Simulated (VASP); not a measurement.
# BaTiO3 (Pm-3m) in VASP: single point with r2SCAN

Aim: the single point of BaTiO3 with r2SCAN.

Everything below comes from runs of VASP 6.6.1. Logs are shortened: lines on timing, memory, paths and dates and some standing lists are left out, and cuts for length are marked.

## Step 1: The cell of the first run

It takes space group Pm-3m (No. 221, cubic). Conventional cell: a = 4.068 Å, b = 4.068 Å, c = 4.068 Å, α = 90.00°, β = 90.00°, γ = 90.00°. Ba (site symmetry m-3m) has 12 O at 2.88 Å and 8 Ti at 3.52 Å within 3.8 Å. Ti (site symmetry m-3m) has 6 O at 2.03 Å within 2.7 Å. O (site symmetry 4/mmm) has 2 Ti at 2.03 Å within 2.7 Å. Within 2.7 Å of O (site symmetry 4/mmm) lie 2 Ti at 2.03 Å.

## Step 2: Single point, r2SCAN

POSCAR

```
BaTiO3
1.0
   -4.0684679400     -4.0684679400      0.0000000000
   -4.0684679400      4.0684679400      0.0000000000
    0.0000000000      0.0000000000     -4.0684679400
Ba Ti O
2 2 6
Direct
    0.0000000000      0.5000000000      0.5000000000
    0.5000000000      0.0000000000      0.5000000000
    0.0000000000      0.0000000000      0.0000000000
    0.5000000000      0.5000000000      0.0000000000
    0.7500000000      0.7500000000      0.0000000000
    0.2500000000      0.2500000000      0.0000000000
    0.7500000000      0.2500000000      0.0000000000
    0.2500000000      0.7500000000      0.0000000000
    0.0000000000      0.0000000000      0.5000000000
    0.5000000000      0.5000000000      0.5000000000
```

INCAR.step1

```
PREC = Accurate
ENCUT = 520
ISMEAR = -1
SIGMA = 0.057
LREAL = F
LASPH = T
NELM = 80
NBANDS = 51
GGA = PE
ALGO = Normal
EDIFF = 1E-4
LWAVE = T
LCHARG = F
```

INCAR.step2

```
PREC = Accurate
ENCUT = 520
EDIFF = 1E-6
ISMEAR = -1
SIGMA = 0.057
LREAL = F
LASPH = T
NELM = 80
ALGO = Normal
ISIF = 2
LWAVE = F
LCHARG = T
METAGGA = R2SCAN
LMIXTAU = T
LELF = T
LVHAR = T
NBANDS = 51
ISTART = 1
```

KPOINTS

```
Automatic mesh
0
Gamma
  5 5 6
```

Potentials or basis: VASP PAW PBE potentials, release 64 (Ba_sv, Ti_sv, O).

Launch:

```bash
$ cat potpaw_PBE.64/Ba_sv/POTCAR potpaw_PBE.64/Ti_sv/POTCAR potpaw_PBE.64/O/POTCAR > POTCAR
$ cp INCAR.step1 INCAR
$ mpirun -np 1 vasp_std > vasp.out
$ cp INCAR.step2 INCAR
$ mpirun -np 1 vasp_std > vasp.out
```

OUTCAR:

```text
PREC = Accurate
   ENCUT = 520
   EDIFF = 1E-6
   ISMEAR = -1
   LREAL = F
   LASPH = T
   NELM = 80
   ISIF = 2
   METAGGA = R2SCAN
   ISTART = 1

 ion  position               nearest neighbor table
   1  0.000  0.500  0.500-   5 2.88   6 2.88   7 2.88   8 2.88   9 2.88  10 2.88   5 2.88   6 2.88
                             7 2.88   8 2.88   9 2.88  10 2.88   3 3.52   4 3.52   3 3.52   3 3.52
   2  0.500  0.000  0.500-   5 2.88   6 2.88   7 2.88   8 2.88   9 2.88  10 2.88   5 2.88   6 2.88
                             7 2.88   8 2.88  10 2.88   9 2.88   3 3.52   4 3.52   4 3.52   3 3.52
   3  0.000  0.000  0.000-   5 2.03   6 2.03   7 2.03   8 2.03   9 2.03   9 2.03   1 3.52   1 3.52
                             2 3.52   2 3.52   1 3.52   1 3.52   2 3.52   2 3.52
   4  0.500  0.500  0.000-   5 2.03   6 2.03   7 2.03   8 2.03  10 2.03  10 2.03   1 3.52   1 3.52
                             2 3.52   2 3.52   2 3.52   2 3.52   1 3.52   1 3.52
   5  0.750  0.750  0.000-   3 2.03   4 2.03   1 2.88   2 2.88   1 2.88   2 2.88
   6  0.250  0.250  0.000-   3 2.03   4 2.03   1 2.88   2 2.88   1 2.88   2 2.88
   7  0.750  0.250  0.000-   3 2.03   4 2.03   1 2.88   2 2.88   1 2.88   2 2.88
   8  0.250  0.750  0.000-   3 2.03   4 2.03   1 2.88   2 2.88   1 2.88   2 2.88
   9  0.000  0.000  0.500-   3 2.03   3 2.03   1 2.88   2 2.88   1 2.88   2 2.88
  10  0.500  0.500  0.500-   4 2.03   4 2.03   1 2.88   2 2.88   2 2.88   1 2.88

  LATTYP: Found a simple tetragonal cell.
 ALAT       =     5.7536825388
 C/A-ratio  =     0.7071067812

  Lattice vectors:

 A1 = (  -4.0684679400,  -4.0684679400,   0.0000000000)
 A2 = (  -4.0684679400,   4.0684679400,   0.0000000000)
 A3 = (   0.0000000000,   0.0000000000,  -4.0684679400)

Analysis of symmetry for initial positions (statically):
=====================================================================
 Subroutine PRICEL returns following result:

  LATTYP: Found a simple cubic cell.
 ALAT       =     4.0684679400

  Lattice vectors:

 A1 = (   0.0000000000,  -4.0684679400,   0.0000000000)
 A2 = (  -4.0684679400,   0.0000000000,   0.0000000000)
 A3 = (   0.0000000000,   0.0000000000,  -4.0684679400)

   2 primitive cells build up your supercell.

 Routine SETGRP: Setting up the symmetry group for a
 simple tetragonal supercell.

 Subroutine GETGRP returns: Found 16 space group operations
 (whereof 16 operations were pure point group operations)
 out of a pool of 16 trial point group operations.

The static configuration has the point symmetry D_4h.

Analysis of symmetry for dynamics (positions and initial velocities):
=====================================================================
 Subroutine PRICEL returns following result:

  LATTYP: Found a simple cubic cell.
 ALAT       =     4.0684679400

  Lattice vectors:

 A1 = (   0.0000000000,  -4.0684679400,   0.0000000000)
 A2 = (  -4.0684679400,   0.0000000000,   0.0000000000)
 A3 = (   0.0000000000,   0.0000000000,  -4.0684679400)

   2 primitive cells build up your supercell.

 Routine SETGRP: Setting up the symmetry group for a
 simple tetragonal supercell.

 Subroutine GETGRP returns: Found 16 space group operations
 (whereof 16 operations were pure point group operations)
 out of a pool of 16 trial point group operations.

The dynamic configuration has the point symmetry D_4h.

 Subroutine INISYM returns: Found 16 space group operations
 (whereof 16 operations are pure point group operations),
 and found     2 'primitive' translations

----------------------------------------------------------------------------------------

                                     Primitive cell

  volume of cell :      67.3430

  direct lattice vectors                    reciprocal lattice vectors
     0.000000000 -4.068467940  0.000000000     0.000000000 -0.245792769  0.000000000
    -4.068467940  0.000000000  0.000000000    -0.245792769  0.000000000  0.000000000
     0.000000000  0.000000000 -4.068467940     0.000000000  0.000000000 -0.245792769

  length of vectors
     4.068467940  4.068467940  4.068467940     0.245792769  0.245792769  0.245792769

  position of ions in fractional coordinates (direct lattice)
     0.500000000  0.500000000  0.500000000
     0.000000000  0.000000000  0.000000000
     0.000000000  0.500000000  0.000000000
     0.500000000  0.000000000  0.000000000
     0.000000000  0.000000000  0.500000000

  ion indices of the primitive-cell ions
   primitive index   ion index
                 1           1
                 2           3
                 3           5
                 4           7
                 5           9

----------------------------------------------------------------------------------------

 KPOINTS: Automatic mesh

Automatic generation of k-mesh.
 Grid dimensions read from file:
 generate k-points for:    5    5    6

 Generating k-lattice:

  Cartesian coordinates                     Fractional coordinates (reciprocal lattice)
    -0.024579277 -0.024579277  0.000000000     0.200000000  0.000000000  0.000000000
    -0.024579277  0.024579277  0.000000000     0.000000000  0.200000000  0.000000000
     0.000000000  0.000000000 -0.040965461     0.000000000  0.000000000  0.166666667

  Length of vectors
     0.034760347  0.034760347  0.040965461

  Shift w.r.t. Gamma in fractional coordinates (k-lattice)
     0.000000000  0.000000000  0.000000000

 Subroutine IBZKPT returns following result:
 ===========================================

 Found     24 irreducible k-points:

 Following reciprocal coordinates:
            Coordinates               Weight
  0.000000  0.000000  0.000000      1.000000
  0.200000  0.000000  0.000000      4.000000
  0.400000  0.000000  0.000000      4.000000
  0.200000  0.200000  0.000000      4.000000
  0.400000  0.200000  0.000000      8.000000
  0.400000  0.400000  0.000000      4.000000
[... 16 lines left out ...]
  0.400000  0.200000  0.500000      8.000000
  0.400000  0.400000  0.500000      4.000000
   k-points           NKPTS =     24   k-points in BZ     NKDIM =     24   number of bands    NBANDS=     51
   number of dos      NEDOS =    301   number of ions     NIONS =     10
   total plane-waves  NPLWV =  69120
   dimension x,y,z NGX =    48 NGY =   48 NGZ =   30
   dimension x,y,z NGXF=    96 NGYF=   96 NGZF=   60
   ions per type =               2   2   6
   NGX,Y,Z   is equivalent  to a cutoff of  13.87, 13.87, 12.26 a.u.
   NGXF,Y,Z  is equivalent  to a cutoff of  27.74, 27.74, 24.52 a.u.
 SYSTEM =  unknown system
   PREC   = accura    normal or accurate (medium, high low for compatibility)
   ISTART =      1    job   : 0-new  1-cont  2-samecut
   ICHARG =      0    charge: 1-file 2-atom 10-const
   ISPIN  =      1    spin polarized calculation?
   LNONCOLLINEAR =      F non collinear calculations
   LSORBIT =      F    spin-orbit coupling
   LASPH  =      T    aspherical Exc in radial PAW
   ENCUT  =  520.0 eV  38.22 Ry    6.18 a.u.  10.70 10.70  7.56*2*pi/ulx,y,z
   NELM   =     80;   NELMIN=  2; NELMDL=  0     # of ELM steps
   EDIFF  = 0.1E-05   stopping-criterion for ELM
   LREAL  =      F    real-space projection
   EDIFFG = 0.1E-04   stopping-criterion for IOM
   NSW    =      0    number of steps for IOM
   IBRION =     -1    ionic relax: 0-MD 1-quasi-New 2-CG
   NFREE  =      0    steps in history (QN), initial steepest desc. (CG)
   ISIF   =      2    stress and relaxation
   ISYM   =      2    0-nonsym 1-usesym 2-fastsym
   POTIM  = 0.5000    time-step for ionic-motion
   TEBEG  =    0.0;   TEEND  =   0.0 temperature during run
   PSTRESS=    0.0 pullay stress
   NELECT =      80.0000    total number of electrons
   NUPDOWN=      -1.0000    fix difference up-down
   EMIN   =  10.00;   EMAX   =-10.00  energy-range for DOS
   EFERMI =   0.00;   METHOD = LEGACY
   ISMEAR =    -1;   SIGMA  =   0.06  broadening in eV -4-tet -1-fermi 0-gaus
   EFERMI_NEDOS =   21; number of points for ismear=-14 and -15
   IALGO  =     38    algorithm
   IMIX   =      4    mixing-type and parameters
     AMIX     =   0.40;   BMIX     =  1.00
     AMIX_MAG =   1.60;   BMIX_MAG =  1.00
  volume/ion in A,a.u.               =      13.47        90.89
  Fermi-wavevector in a.u.,A,eV,Ry     =   1.376144  2.600535 25.766342  1.893773
  Thomas-Fermi vector in A             =   2.501416
   LORBIT       =      0    0 simple, 1 ext, 2 COOP (PROOUT), +10 PAW based schemes
   METAGGA = R2SCAN    functional components
   LHFCALC =     F    Hartree Fock is set to
   AEXX    =    0.0000 exact exchange contribution
   IVDW    =     0    specifies the selected vdW correction
   LEPSILON=     F    determine dielectric tensor
   LRPA    =     F    only Hartree local field effects (RPA)
 non-spin polarized calculation
  energy-cutoff  :      520.00
  volume of cell :      134.69
 maximum number of plane-waves:      3656
 NGX is ok and might be reduce to    48
   NGX = 21   NGY = 21   NGZ = 15

 number of electron      80.0000011 magnetization

 Free energy of the ion-electron system (eV)
  ---------------------------------------------------
  ext. energy  EPLUGINS =         0.00000000
  ---------------------------------------------------
  free energy    TOTEN  =      -148.34112593 eV

  energy without entropy =     -148.34112592  energy(sigma->0) =     -148.34112592

 E-fermi :   4.1867     XC(G=0): -11.6426

 val. band max:        3.1619608554   @ k =   0.0000   0.0000   0.5000
 cond. band min:       5.1778491945   @ k =   0.0000   0.0000   0.0000
 fundamental gap:      2.0158883391
 Fermi energy:         4.1866828994

 k-point     1 :       0.0000    0.0000    0.0000
  band No.  band energies     occupation
      1     -55.9464      2.00000
      2     -55.9447      2.00000
      3     -31.1191      2.00000
      4     -31.1191      2.00000
      5     -31.0775      2.00000
      6     -31.0767      2.00000
[... 43 lines left out ...]
     50       8.6978      0.00000
     51       8.6978      0.00000
[... 1240 lines left out ...]
     50      10.7130      0.00000
     51      11.2892      0.00000

------------------------ aborting loop because EDIFF is reached ----------------------------------------

  FORCE on cell =-STRESS in cart. coord.  units (eV):
  Direction    XX          YY          ZZ          XY          YZ          ZX
  --------------------------------------------------------------------------------------
  -------------------------------------------------------------------------------------
  Total       -6.0475163     -6.0475163     -6.0554999      0.0000000      0.0000000     -0.0000000
  in kB      -71.9390904    -71.9390904    -72.0340596      0.0000000      0.0000000     -0.0000000
  external PRESSURE =     -71.9707468 kB  Pullay stress =       0.0000000 kB

 VOLUME and BASIS-vectors are now :
 -----------------------------------------------------------------------------
  energy-cutoff  :      520.00
  volume of cell :      134.69
      direct lattice vectors                 reciprocal lattice vectors
    -4.068467940 -4.068467940  0.000000000    -0.122896384 -0.122896384  0.000000000
    -4.068467940  4.068467940  0.000000000    -0.122896384  0.122896384  0.000000000
     0.000000000  0.000000000 -4.068467940     0.000000000  0.000000000 -0.245792769

 POSITION                                       TOTAL-FORCE (eV/Angst)
 -----------------------------------------------------------------------------------
     -2.03423      2.03423     -2.03423        -0.000000      0.000000      0.000000
     -2.03423     -2.03423     -2.03423        -0.000000      0.000000      0.000000
      0.00000      0.00000      0.00000         0.000000     -0.000000      0.000000
     -4.06847      0.00000      0.00000        -0.000000     -0.000000      0.000000
     -6.10270      0.00000      0.00000        -0.000000     -0.000000      0.000000
     -2.03423      0.00000      0.00000        -0.000000      0.000000      0.000000
     -4.06847     -2.03423      0.00000         0.000000      0.000000      0.000000
     -4.06847      2.03423      0.00000         0.000000      0.000000     -0.000000
      0.00000      0.00000     -2.03423        -0.000000     -0.000000      0.000000
     -4.06847      0.00000     -2.03423        -0.000000      0.000000      0.000000
 -----------------------------------------------------------------------------------
    total drift:                                0.000000     -0.000000      0.000000

  FREE ENERGIE OF THE ION-ELECTRON SYSTEM (eV)
  ---------------------------------------------------
  free  energy   TOTEN  =      -148.3411259272 eV

  energy  without entropy=     -148.3411259209  energy(sigma->0) =     -148.34112592
```

Run time: 6.5 min. Hardware: 1 thread of Intel Xeon Platinum 8488C (Sapphire Rapids), shared host; peak memory 0.36 GiB.

Results:

- Free energy: -148.3411 eV
- Pressure: -7.2 GPa
- Band gap on the k mesh: 2.02 eV

Caveat: the cell stands under tension; the PAW data sets were made with another functional, which shifts forces and pressure a little; spin-orbit coupling is left out, which moves the levels of the heavy elements; an odd mesh through Γ misses points on the zone boundary, where band edges can lie.
